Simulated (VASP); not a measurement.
Set up this calculation in VASP 6.6.1, as the native input.

| Property | Result |
| --- | --- |
| Task | single point |
| Functional | r2SCAN |
| Potentials or basis | VASP PAW PBE potentials, release 64 (Ba_sv, Hf_pv, O) |
| Cutoff | 520 eV |
| k mesh | 6 × 6 × 6 |
| Occupations | gaussian, width 0.01 eV |
| Spin | non-collinear spin, zero start, spin-orbit coupling |
| Starting moments | [[0.0, 0.0, 0.0], [0.0, 0.0, 0.0], [0.0, 0.0, 0.0], [0.0, 0.0, 0.0], [0.0, 0.0, 0.0]] μB |
| Dipole correction | no |
| Further INCAR settings | ALGO = Normal; EDIFF = 1e-06; NBANDS = 53 |

BaHfO3:

```xyz
5
Lattice="4.3024 0.0000 0.0000 0.0000 4.3024 0.0000 0.0000 0.0000 4.3024" Properties=species:S:1:pos:R:3 pbc="T T T"
Ba    0.0000    0.0000    0.0000
Hf    2.1512    2.1512    2.1512
O     2.1512    2.1512    0.0000
O     2.1512    0.0000    2.1512
O     0.0000    2.1512    2.1512
```

This cell differs from its parent crystal: strain +3.0%.

The input as run:

POSCAR

```
BaHfO3
1.0
    4.3023705340      0.0000000000      0.0000000000
    0.0000000000      4.3023705340      0.0000000000
    0.0000000000      0.0000000000      4.3023705340
Ba Hf O
1 1 3
Direct
    0.0000000000      0.0000000000      0.0000000000
    0.5000000000      0.5000000000      0.5000000000
    0.5000000000      0.5000000000      0.0000000000
    0.5000000000      0.0000000000      0.5000000000
    0.0000000000      0.5000000000      0.5000000000
```

INCAR.step1

```
PREC = Accurate
ENCUT = 520
ISMEAR = 0
SIGMA = 0.01
LREAL = F
LASPH = T
NELM = 150
MAGMOM = 0 0 0 0 0 0 0 0 0 0 0 0 0 0 0
LSORBIT = T
GGA_COMPAT = F
LMAXMIX = 4
NBANDS = 53
GGA = PE
ALGO = Normal
EDIFF = 1E-4
LWAVE = T
LCHARG = F
```

INCAR.step2

```
PREC = Accurate
ENCUT = 520
EDIFF = 1E-6
ISMEAR = 0
SIGMA = 0.01
LREAL = F
LASPH = T
NELM = 150
ALGO = Normal
ISIF = 2
LWAVE = F
LCHARG = T
MAGMOM = 0 0 0 0 0 0 0 0 0 0 0 0 0 0 0
LORBIT = 11
LSORBIT = T
GGA_COMPAT = F
LORBMOM = T
LMAXMIX = 4
METAGGA = R2SCAN
LMIXTAU = T
LVHAR = T
NBANDS = 53
ISTART = 1
```

KPOINTS

```
Automatic mesh
0
Gamma
  6 6 6
```

Potentials or basis: VASP PAW PBE potentials, release 64 (Ba_sv, Hf_pv, O).

Launch:

```console
$ cat potpaw_PBE.64/Ba_sv/POTCAR potpaw_PBE.64/Hf_pv/POTCAR potpaw_PBE.64/O/POTCAR > POTCAR
$ cp INCAR.step1 INCAR
$ mpirun -np 1 vasp_ncl > vasp.out
$ cp INCAR.step2 INCAR
$ mpirun -np 1 vasp_ncl > vasp.out
```

It gave:

```
Pressure                                              : -13.2 GPa
Net moment                                            : 0.00 μB per cell
Valence electrons inside the program's atomic spheres : Ba 7.86; Hf 8.26; O 5.04
```

Caveat: the cell differs from its parent crystal (strain +3.0%); the cell stands under tension; the PAW data sets were made with another functional, which shifts forces and pressure a little.

It took 5.8 min on 1 thread of Intel(R) Xeon(R) Platinum 8488C (Sapphire Rapids), with other jobs on the host, peak memory 0.43 GiB.
